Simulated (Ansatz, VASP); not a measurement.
## One calculation of SnPt3, two programs

INCAR

```
SYSTEM = SnPt3
PREC = Accurate ; ENCUT = 500
EDIFF = 1E-6 ; ISMEAR = -1
SIGMA = 0.05 ; LREAL = .False.
LASPH = .True. ; NELM = 120
ALGO = Normal ; ISIF = 2
LWAVE = .False. ; LCHARG = .False.
GGA = CA ; NBANDS = 30
GGA_COMPAT = .False.
```

File KPOINTS:

```
regular mesh
0
Gamma
  8 8 8
  0 0 0
```

POSCAR

```
SnPt3
1.0
    3.9866219736      0.0000000000      0.0000000000
    0.0000000000      3.9866219736      0.0000000000
    0.0000000000      0.0000000000      3.9866219736
Sn Pt
1 3
Direct
    0.0000000000      0.0000000000      0.0000000000
    0.0000000000      0.5000000000      0.5000000000
    0.5000000000      0.0000000000      0.5000000000
    0.5000000000      0.5000000000      0.0000000000
```

Input for Ansatz:

```yaml
crystal:
  lattice:
    - [3.9866219736, 0.0, 0.0]
    - [0.0, 3.9866219736, 0.0]
    - [0.0, 0.0, 3.9866219736]
  atoms:
    - { symbol: Sn, position: [0.0, 0.0, 0.0] }
    - { symbol: Pt, position: [0.0, 0.5, 0.5] }
    - { symbol: Pt, position: [0.5, 0.0, 0.5] }
    - { symbol: Pt, position: [0.5, 0.5, 0.0] }
kpoints:
  mp_grid: { grid: [8, 8, 8] }
  band_path:
    path:
      - [0.0, 0.0, 0.0]
      - [0.0, 0.5, 0.0]
      - [0.5, 0.5, 0.0]
      - [0.0, 0.0, 0.0]
      - [0.5, 0.5, 0.5]
      - [0.0, 0.5, 0.0]
      - [0.5, 0.5, 0.5]
      - [0.5, 0.5, 0.0]
    npoints: 5
scf:
  occupations: { method: fermi_dirac, width: 0.05 }
hamiltonian:
  xc: lda
  pseudopotentials: { kind: all_electron, lapw: { basis_error: 0.0005 } }
output:
  forces: true
  stress: true
  eigenvalues: true
```

Change from the starting cell: volume scaled by 0.99.

Alike in both runs: task single point; functional LDA; k mesh 8 × 8 × 8; occupations fermi-dirac, width 0.05 eV; no spin polarisation.

|  | VASP | Ansatz |
| --- | --- | --- |
| version | VASP 6.6.1 | Ansatz 0.2.0 |
| potentials or method | VASP PAW LDA potentials, release 64 (Sn_d, Pt), cutoff 500 eV | all-electron LAPW, scalar-relativistic |

```tsv
	VASP	Ansatz	Ansatz less VASP
pressure (GPa)	-0.4	-1.3	-0.83
```

LDA's correlation is that of Perdew and Zunger in VASP and of Perdew and Wang (1992) in Ansatz. Ansatz ran all-electron here, and VASP with PAW potentials.

Neither program's run includes spin-orbit coupling.
